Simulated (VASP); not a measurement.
A run of VASP 6.6.1 is set up as follows.

File INCAR:

```
PREC = Accurate
ENCUT = 520
EDIFF = 1E-7
ISMEAR = 0
SIGMA = 0.1
LREAL = False
LASPH = True
NELM = 80
ALGO = Normal
ISIF = 2
LWAVE = False
LCHARG = False
GGA = PE
NBANDS = 36
```

KPOINTS

```
regular mesh
0
Gamma
  4 4 4
```

File POSCAR:

```
HfTi2B6
1.0
    0.0000000000      3.6566798200      3.6566798200
    3.6566798200      0.0000000000      3.6566798200
    3.6566798200      3.6566798200      0.0000000000
Hf Ti B
1 2 6
Direct
    0.5000000000      0.5000000000      0.5000000000
    0.7500000000      0.7500000000      0.7500000000
    0.2500000000      0.2500000000      0.2500000000
    0.0000000000      0.0000000000      0.5000000000
    0.5000000000      0.5000000000      0.0000000000
    0.0000000000      0.5000000000      0.0000000000
    0.5000000000      0.0000000000      0.0000000000
    0.5000000000      0.0000000000      0.5000000000
    0.0000000000      0.5000000000      0.5000000000
```

Potentials or basis: VASP PAW PBE potentials, release 64 (Hf_pv, Ti_sv, B).

Command:

```sh
$ cat potpaw_PBE.64/Hf_pv/POTCAR potpaw_PBE.64/Ti_sv/POTCAR potpaw_PBE.64/B/POTCAR > POTCAR
$ mpirun -np 1 vasp_std > vasp.out
```

What does it give for the pressure?

48.2 GPa.

What does it give for the band gap on the k mesh?

Zero (band 26 reaches 6.11 eV, above the bottom of band 27 at 5.64 eV).

Caveat: the k points lie up to 0.37 Å⁻¹ apart; spin-orbit coupling is left out, which moves the levels of the heavy elements.
